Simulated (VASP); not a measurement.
# Zr (P6/mmm) in VASP: relaxation of cell and atoms with PBE+D3(BJ)

Aim: the relaxation of cell and atoms of Zr with PBE+D3(BJ).

Everything below comes from runs of VASP 6.6.1. Logs are shortened: lines on timing, memory, paths and dates and some standing lists are left out, and cuts for length are marked.

## (1) The cell of the first run

It takes space group P6/mmm (No. 191, hexagonal). The conventional cell has a = 5.042 Å, b = 5.042 Å, c = 3.149 Å, α = 90.00°, β = 90.00°, γ = 120.00°. Zr (site symmetry -6m2) has 11 Zr at 2.91 to 3.31 Å within 3.8 Å. Within 4.1 Å of Zr (site symmetry 6/mmm) lie 14 Zr at 3.15 to 3.31 Å.

## (2) Relaxation of cell and atoms, PBE+D3(BJ)

INCAR reads:

```
SYSTEM = Zr
PREC = Accurate
ENCUT = 600
EDIFF = 1E-7
ISMEAR = 0
SIGMA = 0.1
LREAL = .FALSE.
LASPH = .TRUE.
NELM = 100
ALGO = Normal
ISIF = 3
LWAVE = .FALSE.
LCHARG = .FALSE.
GGA = PE
IVDW = 12
IBRION = 2
NSW = 70
EDIFFG = -0.005
```

KPOINTS reads:

```
Automatic mesh
0
G
  12 12 14
  0 0 0
```

POSCAR reads:

```
Zr
1.0
    5.0423649889      0.0000000000      0.0000000000
   -2.5211824945      4.3668161755      0.0000000000
    0.0000000000      0.0000000000      3.1491838129
Zr
3
Direct
    0.6666666667      0.3333333333      0.5000000000
    0.3333333333      0.6666666667      0.5000000000
    0.0000000000      0.0000000000      0.0000000000
```

Potentials or basis: VASP PAW PBE potentials, release 64 (Zr_sv).

Run with:

```console
$ cat potpaw_PBE.64/Zr_sv/POTCAR > POTCAR
$ mpirun -np 1 vasp_std > vasp.out
```

OUTCAR:

```text
SYSTEM = Zr
   PREC = Accurate
   ENCUT = 600
   EDIFF = 1E-7
   ISMEAR = 0
   LREAL = .FALSE.
   LASPH = .TRUE.
   NELM = 100
   ISIF = 3
   GGA = PE
   IVDW = 12
   IBRION = 2
   NSW = 70
   EDIFFG = -0.005
 IVDW          = 12

 ion  position               nearest neighbor table
   1  0.667  0.333  0.500-   2 2.91   2 2.91   2 2.91   3 3.31   3 3.31   3 3.31   3 3.31   3 3.31
                             3 3.31
   2  0.333  0.667  0.500-   1 2.91   1 2.91   1 2.91   3 3.31   3 3.31   3 3.31   3 3.31   3 3.31
                             3 3.31
   3  0.000  0.000  0.000-   1 3.31   2 3.31   1 3.31   2 3.31   2 3.31   2 3.31   1 3.31   1 3.31
                             1 3.31   1 3.31   2 3.31   2 3.31

  LATTYP: Found a hexagonal cell.
 ALAT       =     5.0423649889
 C/A-ratio  =     0.6245449942

  Lattice vectors:

 A1 = (   5.0423649889,   0.0000000000,   0.0000000000)
 A2 = (  -2.5211824945,   4.3668161755,   0.0000000000)
 A3 = (   0.0000000000,   0.0000000000,   3.1491838129)

Analysis of symmetry for initial positions (statically):
=====================================================================
 Subroutine PRICEL returns:
 Original cell was already a primitive cell.

 Routine SETGRP: Setting up the symmetry group for a
 hexagonal supercell.

 Subroutine GETGRP returns: Found 24 space group operations
 (whereof 24 operations were pure point group operations)
 out of a pool of 24 trial point group operations.

The static configuration has the point symmetry D_6h.

Analysis of symmetry for dynamics (positions and initial velocities):
=====================================================================
 Subroutine PRICEL returns:
 Original cell was already a primitive cell.

 Routine SETGRP: Setting up the symmetry group for a
 hexagonal supercell.

 Subroutine GETGRP returns: Found 24 space group operations
 (whereof 24 operations were pure point group operations)
 out of a pool of 24 trial point group operations.

The dynamic configuration has the point symmetry D_6h.

 Subroutine INISYM returns: Found 24 space group operations
 (whereof 24 operations are pure point group operations),
 and found     1 'primitive' translations

----------------------------------------------------------------------------------------

                                     Primitive cell

  volume of cell :      69.3421

  direct lattice vectors                    reciprocal lattice vectors
     5.042364989  0.000000000  0.000000000     0.198319638  0.114499896  0.000000000
    -2.521182495  4.366816176  0.000000000     0.000000000  0.228999793  0.000000000
     0.000000000  0.000000000  3.149183813     0.000000000  0.000000000  0.317542595

  length of vectors
     5.042364989  5.042364989  3.149183813     0.228999793  0.228999793  0.317542595

  position of ions in fractional coordinates (direct lattice)
     0.666666667  0.333333333  0.500000000
     0.333333333  0.666666667  0.500000000
     0.000000000  0.000000000  0.000000000

  ion indices of the primitive-cell ions
   primitive index   ion index
                 1           1
                 2           2
                 3           3

----------------------------------------------------------------------------------------

 KPOINTS: Automatic mesh

Automatic generation of k-mesh.
 Grid dimensions read from file:
 generate k-points for:   12   12   14

 Generating k-lattice:

  Cartesian coordinates                     Fractional coordinates (reciprocal lattice)
     0.016526637  0.009541658  0.000000000     0.083333333  0.000000000  0.000000000
     0.000000000  0.019083316  0.000000000     0.000000000  0.083333333  0.000000000
     0.000000000  0.000000000  0.022681614     0.000000000  0.000000000  0.071428571

  Length of vectors
     0.019083316  0.019083316  0.022681614

  Shift w.r.t. Gamma in fractional coordinates (k-lattice)
     0.000000000  0.000000000  0.000000000

 Subroutine IBZKPT returns following result:
 ===========================================

 Found    152 irreducible k-points:

 Following reciprocal coordinates:
            Coordinates               Weight
  0.000000  0.000000  0.000000      1.000000
  0.083333  0.000000  0.000000      6.000000
  0.166667  0.000000  0.000000      6.000000
  0.250000  0.000000  0.000000      6.000000
  0.333333 -0.000000  0.000000      6.000000
  0.416667  0.000000  0.000000      6.000000
[... 16 lines left out ...]
  0.250000  0.000000  0.071429     12.000000
  0.333333 -0.000000  0.071429     12.000000
 [... further k-points ...]
   k-points           NKPTS =    152   k-points in BZ     NKDIM =    152   number of bands    NBANDS=     22
   number of dos      NEDOS =    301   number of ions     NIONS =      3
   total plane-waves  NPLWV =  44800
   dimension x,y,z NGX =    40 NGY =   40 NGZ =   28
   dimension x,y,z NGXF=    80 NGYF=   80 NGZF=   56
   ions per type =               3
   NGX,Y,Z   is equivalent  to a cutoff of  13.19, 13.19, 14.78 a.u.
   NGXF,Y,Z  is equivalent  to a cutoff of  26.38, 26.38, 29.56 a.u.
 SYSTEM =  Zr
   PREC   = accura    normal or accurate (medium, high low for compatibility)
   ISTART =      0    job   : 0-new  1-cont  2-samecut
   ICHARG =      2    charge: 1-file 2-atom 10-const
   ISPIN  =      1    spin polarized calculation?
   LNONCOLLINEAR =      F non collinear calculations
   LSORBIT =      F    spin-orbit coupling
   LASPH  =      T    aspherical Exc in radial PAW
   ENCUT  =  600.0 eV  44.10 Ry    6.64 a.u.  10.07 10.07  6.29*2*pi/ulx,y,z
   NELM   =    100;   NELMIN=  2; NELMDL= -5     # of ELM steps
   EDIFF  = 0.1E-06   stopping-criterion for ELM
   LREAL  =      F    real-space projection
   EDIFFG = -.5E-02   stopping-criterion for IOM
   NSW    =     70    number of steps for IOM
   IBRION =      2    ionic relax: 0-MD 1-quasi-New 2-CG
   NFREE  =      1    steps in history (QN), initial steepest desc. (CG)
   ISIF   =      3    stress and relaxation
   ISYM   =      2    0-nonsym 1-usesym 2-fastsym
   POTIM  = 0.5000    time-step for ionic-motion
   TEBEG  =    0.0;   TEEND  =   0.0 temperature during run
   PSTRESS=    0.0 pullay stress
   NELECT =      36.0000    total number of electrons
   NUPDOWN=      -1.0000    fix difference up-down
   EMIN   =  10.00;   EMAX   =-10.00  energy-range for DOS
   EFERMI =   0.00;   METHOD = LEGACY
   ISMEAR =     0;   SIGMA  =   0.10  broadening in eV -4-tet -1-fermi 0-gaus
   EFERMI_NEDOS =   21; number of points for ismear=-14 and -15
   IALGO  =     38    algorithm
   IMIX   =      4    mixing-type and parameters
     AMIX     =   0.40;   BMIX     =  1.00
     AMIX_MAG =   1.60;   BMIX_MAG =  1.00
  volume/ion in A,a.u.               =      23.11       155.98
  Fermi-wavevector in a.u.,A,eV,Ry     =   1.315760  2.486425 23.554729  1.731224
  Thomas-Fermi vector in A             =   2.445920
   LORBIT       =      0    0 simple, 1 ext, 2 COOP (PROOUT), +10 PAW based schemes
   GGA     = PE    functional components
   LHFCALC =     F    Hartree Fock is set to
   AEXX    =    0.0000 exact exchange contribution
   IVDW    =    12    specifies the selected vdW correction
   LEPSILON=     F    determine dielectric tensor
   LRPA    =     F    only Hartree local field effects (RPA)
 conjugate gradient relaxation of ions
 non-spin polarized calculation
 Gauss-broadening in eV      SIGMA  =   0.10
  energy-cutoff  :      600.00
  volume of cell :       69.34
 maximum number of plane-waves:      2347
   NGX = 21   NGY = 21   NGZ = 13

--------------------------------------- Ionic step        1  -------------------------------------------

 number of electron      36.0000000 magnetization

 Free energy of the ion-electron system (eV)
  ---------------------------------------------------
  ext. energy  EPLUGINS =         0.00000000
  ---------------------------------------------------
  free energy    TOTEN  =       -25.56742331 eV

  energy without entropy =      -25.55199837  energy(sigma->0) =      -25.55971084

------------------------ aborting loop because EDIFF is reached ----------------------------------------

 Edisp (eV)   -1.59590

 E8    (eV) :    -0.8190

  FORCE on cell =-STRESS in cart. coord.  units (eV):
  Direction    XX          YY          ZZ          XY          YZ          ZX
  --------------------------------------------------------------------------------------
  -------------------------------------------------------------------------------------
  Total      -1.65743    -1.65743    -1.65307     0.00000     0.00000    -0.00000
  in kB     -38.29563   -38.29563   -38.19479     0.00000     0.00000    -0.00000
  external pressure =      -38.26 kB  Pullay stress =        0.00 kB

 VOLUME and BASIS-vectors are now :
 -----------------------------------------------------------------------------
  energy-cutoff  :      600.00
  volume of cell :       69.34
      direct lattice vectors                 reciprocal lattice vectors
     5.042364989  0.000000000  0.000000000     0.198319638  0.114499896  0.000000000
    -2.521182495  4.366816176  0.000000000     0.000000000  0.228999793  0.000000000
     0.000000000  0.000000000  3.149183813     0.000000000  0.000000000  0.317542595
[... 165 lines left out ...]
 POSITION                                       TOTAL-FORCE (eV/Angst)
 -----------------------------------------------------------------------------------
      2.48732      1.43605      1.55425         0.000000      0.000000     -0.000000
     -0.00000      2.87211      1.55425        -0.000000     -0.000000      0.000000
      0.00000     -0.00000      3.10851        -0.000000      0.000000     -0.000000
 -----------------------------------------------------------------------------------
    total drift:                                0.000000      0.000000      0.000000

  FREE ENERGIE OF THE ION-ELECTRON SYSTEM (eV)
  ---------------------------------------------------
  free  energy   TOTEN  =       -27.1972762106 eV

  energy  without entropy=      -27.1819419429  energy(sigma->0) =      -27.18960908

--------------------------------------- Ionic step        6  -------------------------------------------

 number of electron      36.0000000 magnetization

 Free energy of the ion-electron system (eV)
  ---------------------------------------------------
  ext. energy  EPLUGINS =         0.00000000
  ---------------------------------------------------
  free energy    TOTEN  =       -25.53248433 eV

  energy without entropy =      -25.51713824  energy(sigma->0) =      -25.52481128

 E-fermi :   9.4030     XC(G=0): -11.2989

 val. band max:        9.4018640871   @ k =   0.1667   0.1667   0.0714
 cond. band min:       9.4045842000   @ k =   0.4167   0.0833   0.2143
 fundamental gap:      0.0027201129
 Fermi energy:         9.4029537007

 k-point     1 :       0.0000    0.0000    0.0000
  band No.  band energies     occupation
      1     -39.3790      2.00000
      2     -39.1167      2.00000
      3     -38.8996      2.00000
      4     -17.5743      2.00000
      5     -17.5743      2.00000
      6     -17.5407      2.00000
[... 14 lines left out ...]
     21      11.0737      0.00000
     22      11.0737      0.00000
[... 552 lines left out ...]
  band No.  band energies     occupation
      1     -39.3566      2.00000
      2     -39.0828      2.00000
      3     -38.9486      2.00000
      4     -17.8450      2.00000
      5     -17.6305      2.00000
      6     -17.2444      2.00000
[... 14 lines left out ...]
     21      10.3203      0.00000
     22      10.8343      0.00000

 [... further k-points ...]

------------------------ aborting loop because EDIFF is reached ----------------------------------------

 Edisp (eV)   -1.66480

 E8    (eV) :    -0.8549

  FORCE on cell =-STRESS in cart. coord.  units (eV):
  Direction    XX          YY          ZZ          XY          YZ          ZX
  --------------------------------------------------------------------------------------
  -------------------------------------------------------------------------------------
  Total      -0.00749    -0.00749     0.00634     0.00000    -0.00000     0.00000
  in kB      -0.18011    -0.18011     0.15257     0.00000    -0.00000     0.00000
  external pressure =       -0.07 kB  Pullay stress =        0.00 kB

 VOLUME and BASIS-vectors are now :
 -----------------------------------------------------------------------------
  energy-cutoff  :      600.00
  volume of cell :       66.59
      direct lattice vectors                 reciprocal lattice vectors
     4.974264056  0.000000000  0.000000000     0.201034764  0.116067475 -0.000000000
    -2.487132028  4.307839037  0.000000000    -0.000000000  0.232134950  0.000000000
     0.000000000 -0.000000000  3.107681607    -0.000000000 -0.000000000  0.321783286

 POSITION                                       TOTAL-FORCE (eV/Angst)
 -----------------------------------------------------------------------------------
      2.48713      1.43595      1.55384        -0.000000      0.000000      0.000000
     -0.00000      2.87189      1.55384         0.000000     -0.000000      0.000000
      0.00000      0.00000      0.00000         0.000000      0.000000     -0.000000
 -----------------------------------------------------------------------------------
    total drift:                                0.000000      0.000000      0.000000

  FREE ENERGIE OF THE ION-ELECTRON SYSTEM (eV)
  ---------------------------------------------------
  free  energy   TOTEN  =       -27.1972805816 eV

  energy  without entropy=      -27.1819344924  energy(sigma->0) =      -27.18960754

 reached required accuracy - stopping structural energy minimisation
```

Wall time 30 min (1 thread of AMD EPYC 7R13 (Zen 3), shared host); peak memory 0.35 GiB.

Results:

```
Free energy                            : -27.1973 eV
Relaxed volume                         : 22.20 Å³/atom
Relaxed cell                           : a = 4.974 Å, b = 4.974 Å, c = 3.108 Å, α = 90.00°, β = 90.00°, γ = 120.00°
Space group after relaxing (to 0.05 Å) : P6/mmm (No. 191)
Energy gained by relaxing              : 11.3 meV/atom
Ionic steps                            : 6
Pressure after relaxing                : 0.0 GPa
Band gap on the k mesh                 : zero (band 18 reaches 9.74 eV, above the bottom of band 19 at 9.14 eV)
Dispersion energy per atom             : -0.555 eV
```

Step by step:
```tsv
step	energy change (eV)	largest force (eV/Å)	pressure (GPa)	volume (Å³)
1	0.0000	0.0000	-3.83	69.34
2	0.0011	0.0000	4.39	63.95
3	-0.0339	0.0000	-0.02	66.60
4	-0.0339	0.0000	0.06	66.55
5	-0.0339	0.0000	-0.05	66.62
6	-0.0340	0.0000	-0.01	66.59
```

Final structure:
```
Zr
1.0
     4.97426    0.00000    0.00000
    -2.48713    4.30784    0.00000
     0.00000    0.00000    3.10768
Zr
3
Direct
  0.66667 0.33333 0.50000
  0.33333 0.66667 0.50000
  0.00000 0.00000 0.00000
```

Levels at points of the mesh, in eV from the Fermi level:
| k point | band 14 | band 15 | band 16 | band 17 | band 18 | band 19 | band 20 | band 21 | band 22 |
| --- | --- | --- | --- | --- | --- | --- | --- | --- | --- |
| (0.00, 0.00, 0.00) | -2.48 | -0.49 | -0.49 | -0.45 | -0.45 | -0.17 | 0.86 | 1.67 | 1.67 |
| (0.50, 0.00, 0.00) | -3.12 | -2.99 | -0.66 | -0.64 | -0.51 | -0.02 | 0.72 | 1.13 | 1.74 |
| (0.00, 0.00, 0.50) | -2.63 | -2.11 | -1.97 | -1.97 | -1.34 | 1.23 | 1.23 | 1.73 | 1.73 |
| (0.50, 0.00, 0.50) | -2.38 | -2.03 | -1.57 | -0.83 | -0.48 | 0.28 | 0.95 | 1.32 | 1.49 |

Caveat: pairwise dispersion overbinds metals, which lowers pressure and volume.
